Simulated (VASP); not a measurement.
Write the native input for VASP 6.6.1 that does the following.

| Quantity | Value |
| --- | --- |
| Task | single point |
| Functional | LDA |
| Potentials or basis | VASP PAW LDA potentials, release 64 (Zr_sv, S) |
| Cutoff | 520 eV |
| k mesh | 16 × 16 × 16 |
| Occupations | gaussian, width 0.15 eV |
| Spin | collinear spin, ferromagnetic start |
| Starting moments | [0.4, 0.0] μB |
| Fixed moment | 0.4 μB |
| Dipole correction | no |
| Further INCAR settings | ALGO = Normal; EDIFF = 1e-07; NBANDS = 20 |

The structure of ZrS lies in POSCAR:

```
ZrS
1.0
    0.0000000000      2.7127426924      2.7127426924
    2.7127426924      0.0000000000      2.7127426924
    2.7127426924      2.7127426924      0.0000000000
Zr S
1 1
Direct
    0.0000000000      0.0000000000      0.0000000000
    0.5000000000      0.5000000000      0.5000000000
```

The input as run:

INCAR

```
PREC = Accurate
ENCUT = 520
EDIFF = 1E-7
ISMEAR = 0
SIGMA = 0.15
LREAL = False
LASPH = True
NELM = 150
ALGO = Normal
ISIF = 2
LWAVE = False
LCHARG = False
ISPIN = 2
MAGMOM = 0.4 0
LORBIT = 11
NUPDOWN = 0.4
LMAXMIX = 4
GGA = CA
NBANDS = 20
```

KPOINTS

```
regular mesh
0
Gamma
  16 16 16
```

Potentials or basis: VASP PAW LDA potentials, release 64 (Zr_sv, S).

The run is started by

```bash
$ cat potpaw_LDA.64/Zr_sv/POTCAR potpaw_LDA.64/S/POTCAR > POTCAR
$ mpirun -np 1 vasp_std > vasp.out
```

It gave:

```json
{
  "Pressure": "-17.4 GPa",
  "Net moment": "0.40 μB per cell",
  "Site moments": "Zr +0.24; S +0.01 μB",
  "Valence electrons inside the program's atomic spheres": "Zr 9.72; S 3.71"
}
```

Caveat: the total moment is fixed, so each spin has its own Fermi level.

Wall time 2.5 min on 1 thread of AMD EPYC 9R45 96-Core Processor (Zen 5) (shared host), peak memory 0.25 GiB.
